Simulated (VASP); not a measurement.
A run of VASP 6.6.1 is set up as follows.

Contents of INCAR:

```
PREC = Accurate ; ENCUT = 520
EDIFF = 1E-6 ; ISMEAR = 0
SIGMA = 0.05 ; LREAL = F
LASPH = T ; NELM = 150
ALGO = Normal ; ISIF = 2
LWAVE = F ; LCHARG = F
ISPIN = 2 ; MAGMOM = 0.05 0 0
LORBIT = 11 ; LMAXMIX = 4
GGA = CA ; NBANDS = 20
```

KPOINTS

```
Automatic mesh
0
Gamma
  12 12 12
```

POSCAR

```
CoSi2
1.0
    0.0000000000      2.6368085256      2.6368085256
    2.6368085256      0.0000000000      2.6368085256
    2.6368085256      2.6368085256      0.0000000000
Co Si
1 2
Direct
    0.0000000000      0.0000000000      0.0000000000
    0.2500000000      0.2500000000      0.2500000000
    0.7500000000      0.7500000000      0.7500000000
```

Potentials or basis: VASP PAW LDA potentials, release 64 (Co, Si).

Command:

```sh
$ cat potpaw_LDA.64/Co/POTCAR potpaw_LDA.64/Si/POTCAR > POTCAR
$ mpirun -np 1 vasp_std > vasp.out
```

(1) Estimate the pressure.

(2) Estimate the net moment.

Answers

(1) 0.2 GPa.

(2) 0.00 μB per cell.
